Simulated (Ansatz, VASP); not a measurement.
**Pb in VASP and in Ansatz**

Contents of INCAR:

```
PREC = Accurate
ENCUT = 400
EDIFF = 1E-8
ISMEAR = -1
SIGMA = 0.08
LREAL = F
LASPH = T
NELM = 120
ALGO = Normal
ISIF = 2
LWAVE = F
LCHARG = F
GGA = PS
LEFG = T
NBANDS = 21
GGA_COMPAT = F
```

File KPOINTS:

```
Automatic mesh
0
Gamma
  14 14 8
```

File POSCAR:

```
Pb
1.0
    3.4800006906      0.0000000000      0.0000000000
   -1.7400003453      3.0137690032      0.0000000000
    0.0000000000      0.0000000000      5.6459000000
Pb
2
Direct
    0.3333333333      0.6666666667      0.2500000000
    0.6666666667      0.3333333333      0.7500000000
```

Input for Ansatz:

```yaml
crystal:
  lattice:
    - [3.4800006906, 0.0, 0.0]
    - [-1.7400003453, 3.0137690032, 0.0]
    - [0.0, 0.0, 5.6459]
  atoms:
    - { symbol: Pb, position: [0.3333333333, 0.6666666667, 0.25] }
    - { symbol: Pb, position: [0.6666666667, 0.3333333333, 0.75] }
kpoints:
  mp_grid: { grid: [14, 14, 8] }
scf:
  occupations: { method: fermi_dirac, width: 0.08 }
hamiltonian:
  xc: pbesol
  pseudopotentials: { kind: paw }
output:
  forces: true
  stress: true
  eigenvalues: true
  efg: { contact_densities: true }
```

Change from the starting cell: zz strain of +1 %, PAW files.

Alike in both runs: task electric field gradients; functional PBEsol; k mesh 14 × 14 × 8; occupations fermi-dirac, width 0.08 eV; no spin polarisation.

|  | VASP | Ansatz |
| --- | --- | --- |
| version | VASP 6.6.1 | Ansatz 0.2.0 |
| potentials or method | VASP PAW PBE potentials, release 64 (Pb_d) | PAW with Ansatz's default frozen-core files, scalar-relativistic |
| plane-wave cutoff (eV) | 400 | 420 |
| valence electrons in the cell | 28 | 28 |

VASP gave:

- pressure (GPa): 0.4
- traceless stress, the component that is largest in VASP (GPa): 0.86
- size of Vzz on the site where it differs most (V/Å²): 40.9

**Question.** Which values does Ansatz return?

**Answer.** Pressure (GPa): 0.4; traceless stress, the component that is largest in VASP (GPa): 0.87; size of Vzz on the site where it differs most (V/Å²): 42.9.

VASP's potentials were made for PBE, not for PBEsol. The functional is the same, so the differences come from potentials, cutoffs and numerics.

Neither program's run includes spin-orbit coupling.
